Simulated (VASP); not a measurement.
A run of VASP 6.6.1:

File INCAR:

```
ALGO = Normal
EDIFF = 1E-6
ENCUT = 400
GGA = PE
GGA_COMPAT = F
ISIF = 2
ISMEAR = -1
ISYM = -1
LASPH = T
LCHARG = T
LELF = T
LREAL = Auto
LVHAR = T
LWAVE = F
NBANDS = 81
NELM = 120
PREC = Accurate
SIGMA = 0.1336
```

File KPOINTS:

```
explicit points
1
Reciprocal
  0.25000000   0.25000000   0.25000000 1
```

The input POSCAR:

```
Cu5Si3
1.0
    6.0333080000     -0.0687010000      0.0339860000
   -0.0687010000      6.3113540000     -0.0708020000
    0.0339860000     -0.0708020000      5.9927160000
Cu Si
10 6
Direct
    0.5449379893      0.2550376026      0.5959691582
    0.7936532242      0.5594154265      0.3876023213
    0.6862347948      0.1271278702      0.9099315789
    0.7310568984      0.9119834327      0.5828500051
    0.0455340575      0.2307454463      0.6042620272
    0.5181124655      0.5945495035      0.7711723238
    0.3100642075      0.8917173525      0.7057026447
    0.4245054261      0.4109354510      0.0949712635
    0.1874212504      0.7267927874      0.0035385766
    0.3742075625      0.9729436436      0.3130324443
    0.0385447786      0.6238393529      0.6728613689
    0.6190290596      0.7484718285      0.1000643082
    0.9063495795      0.4326730885      0.9908463747
    0.1133157928      0.1289184836      1.0536323657
    0.3725175594      0.5644967347      0.3928476030
    0.8222361484      0.1788751428      0.3229556015
```

Potentials or basis: VASP PAW PBE potentials, release 64 (Cu, Si).

Launch:

```sh
$ cat potpaw_PBE.64/Cu/POTCAR potpaw_PBE.64/Si/POTCAR > POTCAR
$ mpirun -np 1 vasp_std > vasp.out
```

Hardware: 1 thread of Intel(R) Xeon(R) Platinum 8559C (Emerald Rapids), on a shared host.

Problem. How long does it take, and how much memory?

Solution. It took 38 s on 1 thread of Intel(R) Xeon(R) Platinum 8559C (Emerald Rapids), on a shared host, peak memory 0.23 GiB. Counts: scf iterations 19, k points 1.
